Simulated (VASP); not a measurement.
# HfO2: single point with PBE

The system is HfO2.

```
Hf O
1.0
     3.60484    0.00000    0.00000
     0.00000    3.60484    0.00000
     0.00000    0.00000    5.23992
Hf O
2 4
Direct
  0.50000 0.50000 0.50000
  0.00000 0.00000 0.00000
  0.00000 0.50000 0.69721
  0.50000 0.00000 0.80279
  0.50000 0.00000 0.30279
  0.00000 0.50000 0.19721
```

| Quantity | Value |
| --- | --- |
| Program | VASP 6.6.1 |
| Task | single point |
| Functional | PBE |
| Potentials or basis | VASP PAW PBE potentials, release 64 (Hf_pv, O) |
| Cutoff | 520 eV |
| k mesh | 6 × 6 × 4 |
| Occupations | gaussian, width 0.01 eV |
| Spin | no spin polarisation |
| Dipole correction | no |
| Further INCAR settings | ALGO = Normal; EDIFF = 1e-07; NBANDS = 31 |

* Pressure: -3.3 GPa
* Largest force: 0.117 eV/Å
* Band gap on the k mesh: 4.60 eV, indirect (least direct gap 4.67 eV)

Forces in eV/Å, atoms in the order of the input:
```
Hf   0.000  0.000  0.000
Hf   0.000  0.000  0.000
O    0.000  0.000 -0.117
O    0.000  0.000  0.117
O    0.000  0.000  0.117
O    0.000  0.000 -0.117
```

Stress tensor (GPa, compression positive):
```
-3.48  0.00  0.00
 0.00 -3.48  0.00
 0.00  0.00 -2.97
```

Levels at points of the mesh, in eV from the valence-band top:
```csv
k point,band 18,band 19,band 20,band 21,band 22,band 23,band 24,band 25,band 26,band 27
"(0.00, 0.00, 0.00)",-1.30,-0.67,-0.14,-0.07,-0.07,4.60,4.62,5.76,5.97,6.24
"(0.50, 0.00, 0.00)",-2.10,-1.41,-1.41,-0.15,-0.15,4.99,4.99,5.94,5.94,7.20
"(0.50, 0.50, 0.00)",-1.02,-0.77,-0.77,-0.55,-0.55,5.59,5.59,5.92,5.92,6.94
"(0.00, 0.00, 0.50)",-2.65,-0.67,-0.67,0.00,0.00,5.23,5.23,5.49,5.49,8.43
"(0.50, 0.00, 0.50)",-1.87,-1.37,-1.37,-0.94,-0.94,5.11,5.11,5.46,5.46,7.17
"(0.50, 0.50, 0.50)",-1.86,-1.38,-1.38,-0.07,-0.07,5.77,5.77,6.11,6.11,7.10
```

Wall time 110 s on 1 thread of Intel Xeon 8259CL, on a shared host, peak memory 0.21 GiB.

Caveat: spin-orbit coupling is left out, which moves the levels of the heavy elements. A k mesh can miss the band edges.
